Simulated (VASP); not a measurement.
A run of VASP 6.6.1:

INCAR

```
PREC = Accurate ; ENCUT = 520
EDIFF = 1E-6 ; ISMEAR = 0
SIGMA = 0.15 ; LREAL = F
LASPH = T ; NELM = 60
ALGO = Fast ; ISIF = 2
LWAVE = F ; LCHARG = F
GGA = PE ; NBANDS = 12
```

Contents of KPOINTS:

```
regular mesh
0
Gamma
  20 20 20
```

The input POSCAR:

```
Ag
1.0
    0.0000000000      2.2065480000      2.1248240000
    2.2065480000      0.0000000000      2.1248240000
    2.2065480000      2.2065480000      0.0000000000
Ag
1
Direct
    0.0000000000      0.0000000000      0.0000000000
```

Potentials or basis: VASP PAW PBE potentials, release 64 (Ag).

Run with:

```console
$ cat potpaw_PBE.64/Ag/POTCAR > POTCAR
$ mpirun -np 1 vasp_std > vasp.out
```

Hardware: 1 thread of Intel(R) Xeon(R) Platinum 8375C CPU @ 2.90GHz (Ice Lake) (shared host).

Q: How long does it take, and how much memory?

A: Run time: 86 s on 1 thread of Intel(R) Xeon(R) Platinum 8375C CPU @ 2.90GHz (Ice Lake) (shared host), peak memory 0.26 GiB. Counts: scf iterations 11, k points 641.
